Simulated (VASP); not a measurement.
Here is a VASP 6.6.1 calculation.

INCAR

```
SYSTEM = Ti5Cl
  PREC = Accurate
  ENCUT = 520
  EDIFF = 1E-6
  ISMEAR = 0
  SIGMA = 0.1
  LREAL = .FALSE.
  LASPH = .TRUE.
  NELM = 100
  ALGO = Fast
  ISIF = 2
  LWAVE = .FALSE.
  LCHARG = .FALSE.
  LDIPOL = .TRUE.
  IDIPOL = 3
  DIPOL = 0.5 0.5 0.395
  GGA = PE
  IBRION = 2
  NSW = 36
  EDIFFG = -0.025
```

File KPOINTS:

```
Automatic mesh
0
G
  9 9 1
  0 0 0
```

POSCAR

```
Ti5Cl
1.0
    2.9381632086      0.0000000000      0.0000000000
   -1.4690816043      2.5445239791      0.0000000000
    0.0000000000      0.0000000000     24.7117068140
Ti Cl
5 1
Selective dynamics
Direct
    0.6666666667      0.3333333333      0.1618666015  F F F
    0.3333333333      0.6666666667      0.2559609806  F F F
    0.6666666667      0.3333333333      0.3506708119  F F F
    0.3333333333      0.6666666667      0.4475655916  F F F
    0.6666666667      0.3333333333      0.5346335206  F F F
    1.0000000000      0.5000000000      0.6171997228  F F T
```

Potentials or basis: VASP PAW PBE potentials, release 64 (Ti_sv, Cl).

The run is started by

```bash
$ cat potpaw_PBE.64/Ti_sv/POTCAR potpaw_PBE.64/Cl/POTCAR > POTCAR
$ mpirun -np 1 vasp_std > vasp.out
```

(1) What does it give for the energy gained by relaxing?

(2) Estimate the band gap on the k mesh.

Answers

(1) 0.1 meV/atom.

(2) zero (an odd number of electrons rules out a gap without spin polarisation).

Caveat: an odd number of electrons without spin polarisation forces a metal; a magnetic or distorted state may lie lower.
